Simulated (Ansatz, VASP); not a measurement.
# Y2C: VASP beside Ansatz

```
Y C
1.0
     1.82442    1.05333    6.02766
    -1.82442    1.05333    6.02766
     0.00000   -2.10666    6.02766
Y C
2 1
Direct
  0.25793 0.25793 0.25793
  0.74207 0.74207 0.74207
  0.00000 0.00000 0.00000
```

Change from the starting cell: volume scaled by 1.02.

Alike in both runs: task single point; functional PBEsol; k mesh 11 × 11 × 11; occupations fermi-dirac, width 0.05 eV; no spin polarisation.

```csv
,VASP,Ansatz
version,VASP 6.6.1,Ansatz 0.2.0
potentials or method,"VASP PAW PBE potentials, release 64 (Y_sv, C), cutoff 520 eV","all-electron LAPW, scalar-relativistic"
```

```tsv
	VASP	Ansatz	Ansatz less VASP
pressure (GPa)	-4.4	-4.3	+0.08
traceless stress, the component that is largest in VASP (GPa)	1.29	1.29	-0.004
rms of the force components (eV/Å)	0.322	0.321	-0.0008
```

VASP's potentials were made for PBE, not for PBEsol. Atom by atom the forces differ by 0.001 eV/Å (rms over components). Ansatz ran all-electron here, and VASP with PAW potentials.
